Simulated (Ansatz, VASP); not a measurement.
**CO2 in VASP and in Ansatz**

```
C O
1.0
     6.05774    0.00000    0.00000
     0.00000    6.05774    0.00000
     0.00000    0.00000    6.17889
C O
4 8
Direct
  0.00000 0.00000 0.00000
  0.50000 0.00000 0.50000
  0.50000 0.50000 0.00000
  0.00000 0.50000 0.50000
  0.11148 0.11148 0.11148
  0.38852 0.88852 0.61148
  0.61148 0.38852 0.88852
  0.88852 0.61148 0.38852
  0.88852 0.88852 0.88852
  0.61148 0.11148 0.38852
  0.38852 0.61148 0.11148
  0.11148 0.38852 0.61148
```

Change from the starting cell: engineering shear strain xz +0.0000, normal strain along z +0.0200.

Alike in both runs: task single point; functional PBE; k mesh 4 × 4 × 4; occupations gaussian, width 0.05 eV; no spin polarisation.

|  | VASP | Ansatz |
| --- | --- | --- |
| version | VASP 6.6.1 | Ansatz 0.2.0 |
| potentials or method | VASP PAW PBE potentials, release 64 (C, O), cutoff 520 eV | scalar-relativistic, plane waves, PAW |
| valence electrons in the cell | 64 | 64 |

```csv
,VASP,Ansatz,Ansatz less VASP
gap on the k mesh at the Fermi level (eV),6.54,6.56,+0.016
least direct gap on the mesh (eV),6.54,6.56,+0.016
pressure (GPa),-0.6,-1.7,-1.12
"traceless stress, the component that is largest in VASP (GPa)",-0.05,-0.09,-0.034
rms of the force components (eV/Å),0.081,0.365,+0.2835
```

Atom by atom the forces differ by 0.283 eV/Å (rms over components). One of these differences is far larger than is usual between the two programs; its cause wasn't traced.

Noted on VASP's run: the standard files for N, O and F lose accuracy on very short bonds.
